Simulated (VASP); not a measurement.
# BaTiO3 (Pm-3m) in VASP: phonons with PBE+D3(BJ)

Aim: the phonons of BaTiO3 with PBE+D3(BJ).

Everything below comes from runs of VASP 6.6.1. Logs are shortened: lines on timing, memory, paths and dates and some standing lists are left out, and cuts for length are marked.

### 1 The cell of the first run

The structure is cubic, space group Pm-3m (No. 221). Conventional cell: a = 4.006 Å, b = 4.006 Å, c = 4.006 Å, α = 90.00°, β = 90.00°, γ = 90.00°. Ba (site symmetry m-3m) has 12 O at 2.83 Å and 8 Ti at 3.47 Å within 3.7 Å. Within 2.7 Å of Ti (site symmetry m-3m) lie 6 O at 2.00 Å. O (site symmetry 4/mmm) has 2 Ti at 2.00 Å within 2.7 Å.

### 2 Phonons, PBE+D3(BJ)

Input file INCAR:

```
SYSTEM = BaTiO3
  ALGO = Normal
  EDIFF = 1E-8
  ENCUT = 520
  GGA = PE
  IBRION = 6
  ISIF = 2
  ISMEAR = 0
  IVDW = 12
  LASPH = .TRUE.
  LCHARG = .TRUE.
  LREAL = .FALSE.
  LWAVE = .FALSE.
  NELM = 80
  NFREE = 2
  NSW = 1
  POTIM = 0.015
  PREC = Accurate
  SIGMA = 0.01
```

Input file KPOINTS:

```
k-points
0
G
  4 4 4
  0 0 0
```

Input file POSCAR:

```
BaTiO3
1.0
    4.0060000000      0.0000000000      0.0000000000
    0.0000000000      4.0060000000      0.0000000000
    0.0000000000      0.0000000000      4.0060000000
Ba Ti O
1 1 3
Direct
    0.5000000000      0.5000000000      0.5000000000
    0.0000000000      0.0000000000      0.0000000000
    0.5000000000      0.0000000000      0.0000000000
    0.0000000000      0.5000000000      0.0000000000
    0.0000000000      0.0000000000      0.5000000000
```

Potentials or basis: VASP PAW PBE potentials, release 64 (Ba_sv, Ti_sv, O).

Launch:

```sh
cat potpaw_PBE.64/Ba_sv/POTCAR potpaw_PBE.64/Ti_sv/POTCAR potpaw_PBE.64/O/POTCAR > POTCAR
mpirun -np 1 vasp_std > vasp.out
```

OUTCAR:

```text
SYSTEM = BaTiO3
   EDIFF = 1E-8
   ENCUT = 520
   GGA = PE
   IBRION = 6
   ISIF = 2
   ISMEAR = 0
   IVDW = 12
   LASPH = .TRUE.
   LREAL = .FALSE.
   NELM = 80
   NFREE = 2
   NSW = 1
   POTIM = 0.015
   PREC = Accurate
 IVDW          = 12

 ion  position               nearest neighbor table
   1  0.500  0.500  0.500-   3 2.83   4 2.83   5 2.83   3 2.83   4 2.83   3 2.83   5 2.83   3 2.83
                             4 2.83   5 2.83   4 2.83   5 2.83   2 3.47   2 3.47   2 3.47   2 3.47
   2  0.000  0.000  0.000-   3 2.00   4 2.00   5 2.00   5 2.00   4 2.00   3 2.00   1 3.47   1 3.47
                             1 3.47   1 3.47   1 3.47   1 3.47   1 3.47   1 3.47
   3  0.500  0.000  0.000-   2 2.00   2 2.00   1 2.83   1 2.83   1 2.83   1 2.83
   4  0.000  0.500  0.000-   2 2.00   2 2.00   1 2.83   1 2.83   1 2.83   1 2.83
   5  0.000  0.000  0.500-   2 2.00   2 2.00   1 2.83   1 2.83   1 2.83   1 2.83

  LATTYP: Found a simple cubic cell.
 ALAT       =     4.0060000000

  Lattice vectors:

 A1 = (   4.0060000000,   0.0000000000,   0.0000000000)
 A2 = (   0.0000000000,   4.0060000000,   0.0000000000)
 A3 = (   0.0000000000,   0.0000000000,   4.0060000000)

Analysis of symmetry for initial positions (statically):
=====================================================================
 Subroutine PRICEL returns:
 Original cell was already a primitive cell.

 Routine SETGRP: Setting up the symmetry group for a
 simple cubic supercell.

 Subroutine GETGRP returns: Found 48 space group operations
 (whereof 48 operations were pure point group operations)
 out of a pool of 48 trial point group operations.

The static configuration has the point symmetry O_h .

Analysis of symmetry for dynamics (positions and initial velocities):
=====================================================================
 Subroutine PRICEL returns:
 Original cell was already a primitive cell.

 Routine SETGRP: Setting up the symmetry group for a
 simple cubic supercell.

 Subroutine GETGRP returns: Found 48 space group operations
 (whereof 48 operations were pure point group operations)
 out of a pool of 48 trial point group operations.

The dynamic configuration has the point symmetry O_h .

 Subroutine INISYM returns: Found 48 space group operations
 (whereof 48 operations are pure point group operations),
 and found     1 'primitive' translations

[... 131 lines left out ...]
  ext. energy  EPLUGINS =         0.00000000
  ---------------------------------------------------
  free energy    TOTEN  =       -39.95360047 eV

  energy without entropy =      -39.95360047  energy(sigma->0) =      -39.95360047

------------------------ aborting loop because EDIFF is reached ----------------------------------------

 Edisp (eV)   -1.32100

 E8    (eV) :    -0.6006
[... 335 lines left out ...]
--------------------------------------- Ionic step        9  -------------------------------------------

 number of electron      39.9999977 magnetization

 Free energy of the ion-electron system (eV)
  ---------------------------------------------------
  ext. energy  EPLUGINS =         0.00000000
  ---------------------------------------------------
  free energy    TOTEN  =       -39.95301870 eV

  energy without entropy =      -39.95301870  energy(sigma->0) =      -39.95301870

 E-fermi :   3.9936     XC(G=0): -11.2465

 val. band max:        3.8187061613   @ k =   0.5000   0.5000   0.5000
 cond. band min:       5.5396014058   @ k =   0.0000   0.0000   0.0000
 fundamental gap:      1.7208952444
 Fermi energy:         3.9935994687

 k-point     1 :       0.0000    0.0000    0.0000
  band No.  band energies     occupation
      1     -52.8558      2.00000
      2     -29.0641      2.00000
      3     -29.0641      2.00000
      4     -29.0641      2.00000
      5     -21.0043      2.00000
      6     -13.0695      2.00000
[... 637 lines left out ...]
     23       7.4948      0.00000
     24       9.6243      0.00000

 [... further k-points ...]

------------------------ aborting loop because EDIFF is reached ----------------------------------------

 Edisp (eV)   -1.32100

 E8    (eV) :    -0.6006
[... 28 lines left out ...]
  FREE ENERGIE OF THE ION-ELECTRON SYSTEM (eV)
  ---------------------------------------------------
  free  energy   TOTEN  =       -41.2740230498 eV

  energy  without entropy=      -41.2740230498  energy(sigma->0) =      -41.27402305

 INTERNAL STRAIN TENSORS FROM DISPLACED ATOMS
 ============================================

 INTERNAL STRAIN TENSOR FOR ION    1 for displacements in x,y,z  (eV/Angst):
          X           Y           Z          XY          YZ          ZX
  --------------------------------------------------------------------------------
  x     0.00000     0.00000     0.00000     0.00000     0.00000     0.00000
  y     0.00000     0.00000     0.00000     0.00000     0.00000     0.00000
  z     0.00000     0.00000     0.00000     0.00000     0.00000     0.00000

 INTERNAL STRAIN TENSOR FOR ION    5 for displacements in x,y,z  (eV/Angst):
          X           Y           Z          XY          YZ          ZX
  --------------------------------------------------------------------------------
  x     0.00000     0.00000     0.00000     0.00000     0.00000     0.00000
  y     0.00000     0.00000     0.00000     0.00000     0.00000     0.00000
  z     0.00000     0.00000     0.00000     0.00000     0.00000     0.00000

 Eigenvectors and eigenvalues of the dynamical matrix
 ----------------------------------------------------

   1 f  =   13.815157 THz    86.803191 2PiTHz  460.824030 cm-1    57.134872 meV
             X         Y         Z           dx          dy          dz
      2.003000  2.003000  2.003000    -0.000000   -0.000000   -0.007355
      0.000000  0.000000  0.000000     0.000000    0.000000    0.184275
      2.003000  0.000000  0.000000     0.000000   -0.000000   -0.494305
      0.000000  2.003000  0.000000    -0.000000    0.000000   -0.494305
      0.000000  0.000000  2.003000    -0.000000   -0.000000    0.690879
[... 105 lines left out ...]
  15 f/i=    7.519998 THz    47.249542 2PiTHz  250.840138 cm-1    31.100199 meV
             X         Y         Z           dx          dy          dz
      2.003000  2.003000  2.003000     0.006365    0.001717   -0.000000
      0.000000  0.000000  0.000000     0.654205    0.176525   -0.000049
      2.003000  0.000000  0.000000    -0.583594   -0.077156    0.000021
      0.000000  2.003000  0.000000    -0.285943   -0.157471    0.000021
      0.000000  0.000000  2.003000    -0.285943   -0.077156    0.000044

 ELASTIC MODULI CONTR FROM IONIC RELAXATION (kBar)
 Direction    XX          YY          ZZ          XY          YZ          ZX
 --------------------------------------------------------------------------------
 XX           0.0000      0.0000      0.0000      0.0000      0.0000      0.0000
 YY           0.0000      0.0000      0.0000      0.0000      0.0000      0.0000
 ZZ           0.0000      0.0000      0.0000      0.0000      0.0000      0.0000
 XY           0.0000      0.0000      0.0000      0.0000      0.0000      0.0000
 YZ           0.0000      0.0000      0.0000      0.0000      0.0000      0.0000
 ZX           0.0000      0.0000      0.0000      0.0000      0.0000      0.0000
 --------------------------------------------------------------------------------
```

stdout:

```text
POSCAR found type information on POSCAR BaTiO
 POSCAR found :  3 types and       5 ions
 scaLAPACK will be used
 LDA part: xc-table for (Slater+PW92), standard interpolation
 POSCAR, INCAR and KPOINTS ok, starting setup
 FFT: planning ... GRIDC
 FFT: planning ... GRID_SOFT
 FFT: planning ... GRID
 WAVECAR not read
 entering main loop
 Found     4 degrees of freedom:
 Finite differences POTIM= 0.01500 DOF=   4
 bond charge predicted
 Finite differences progress:
 bond charge predicted
 Finite differences progress:
 bond charge predicted
 Finite differences progress:
 bond charge predicted
 Finite differences progress:
 bond charge predicted
 Finite differences progress:
 bond charge predicted
 Finite differences progress:
 bond charge predicted
 Finite differences progress:
 bond charge predicted
 Finite differences progress:
```

It took 2.2 min on 1 thread of AMD EPYC 7R13 (Zen 3), shared host; peak memory 0.2 GiB.

What came out:

```
Highest phonon frequency at Γ, LO-TO splitting left out : 461 cm⁻¹
Most unstable mode                                      : 251i cm⁻¹
Dispersion energy per atom                              : -0.264 eV
```

Phonon frequencies in cm⁻¹ (negative: imaginary):
| q point | frequencies |
| --- | --- |
| (0.000, 0.000, 0.000) | -251 -251 -251 0 0 0 177 177 177 277 277 277 461 461 461 |

Caveat: the k points lie up to 0.39 Å⁻¹ apart; some modes are imaginary; spin-orbit coupling is left out, which moves the levels of the heavy elements.
